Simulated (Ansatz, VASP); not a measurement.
# Two plane-wave programs on Ag

```
Ag
1.0
    -1.65565    1.65565    1.65565
     1.65565   -1.65565    1.65565
     3.31131    3.31131    0.00000
Ag
2
Direct
  0.98932 0.01068 0.00000
  0.51068 0.48932 0.50000
```

Change from the starting cell: mode 1 (-25.7 1/cm) frozen in, largest displacement +0.050 Å.

Alike in both runs: task single point; functional r2SCAN; k mesh 18 × 18 × 10; occupations gaussian, width 0.15 eV; no spin polarisation.

|  | VASP | Ansatz |
| --- | --- | --- |
| version | VASP 6.6.1 | Ansatz 0.2.0 |
| potentials or method | VASP PAW PBE potentials, release 64 (Ag), cutoff 520 eV | scalar-relativistic, plane waves, PAW |
| valence electrons in the cell | 22 | 38 |

```csv
,VASP,Ansatz,Ansatz less VASP
gap on the k mesh at the Fermi level (eV),none,none,-
pressure (GPa),-3.6,-3.6,-0.08
"traceless stress, the component that is largest in VASP (GPa)",-0.26,-0.26,-0.001
rms of the force components (eV/Å),0.007,0.007,-0.0002
```

VASP's potentials were made for PBE, not for r2SCAN. Atom by atom the forces differ by 0.000 eV/Å (rms over components). A gap of «none» marks a metal or a gap that the smearing closes. With one functional, cell and mesh, what is left measures potentials, basis and numerics. VASP's potentials hold 22 valence electrons a cell and Ansatz's 38, so a difference there can come from the potentials and not from the codes.
